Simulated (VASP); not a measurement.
Input of a VASP 6.6.1 run:

The input POSCAR:

```
Ti
1.0
    2.9500000000      0.0000000000      0.0000000000
   -1.4750000000      2.5547749412      0.0000000000
    0.0000000000      0.0000000000      4.6800000000
Ti
2
Direct
    0.6666666667      0.3333333333      0.7500000000
    0.3333333333      0.6666666667      0.2500000000
```

INCAR.step1

```
  PREC = Accurate
  ENCUT = 520
  ISMEAR = -1
  SIGMA = 0.05
  LREAL = F
  LASPH = T
  NELM = 80
  NBANDS = 19
  GGA = PE
  ALGO = Normal
  EDIFF = 1E-4
  LWAVE = T
  LCHARG = F
```

File INCAR.step2:

```
  PREC = Accurate
  ENCUT = 520
  EDIFF = 1E-6
  ISMEAR = -1
  SIGMA = 0.05
  LREAL = F
  LASPH = T
  NELM = 80
  ALGO = Normal
  ISIF = 2
  LWAVE = F
  LCHARG = F
  METAGGA = R2SCAN
  LMIXTAU = T
  IVDW = 13
  VDW_S6 = 1.0
  VDW_S8 = 0.6018749
  VDW_A1 = 0.51559235
  VDW_A2 = 5.77342911
  NBANDS = 19
  ISTART = 1
```

Contents of KPOINTS:

```
regular mesh
0
Gamma
  10 10 6
```

Potentials or basis: VASP PAW PBE potentials, release 64 (Ti_sv).

Run with:

```sh
$ cat potpaw_PBE.64/Ti_sv/POTCAR > POTCAR
$ cp INCAR.step1 INCAR
$ mpirun -np 1 vasp_std > vasp.out
$ cp INCAR.step2 INCAR
$ mpirun -np 1 vasp_std > vasp.out
```

Question: Estimate the pressure.

Answer: -2.3 GPa.

Question: Predict the band gap on the k mesh.

Answer: Zero (band 12 reaches 9.09 eV, above the bottom of band 13 at 7.88 eV).

Stress tensor (GPa, compression positive):
```
-2.09  0.00  0.00
 0.00 -2.09  0.00
 0.00  0.00 -2.70
```

Caveat: the PAW data sets were made with another functional, which shifts forces and pressure a little; pairwise dispersion overbinds metals, which lowers pressure and volume.
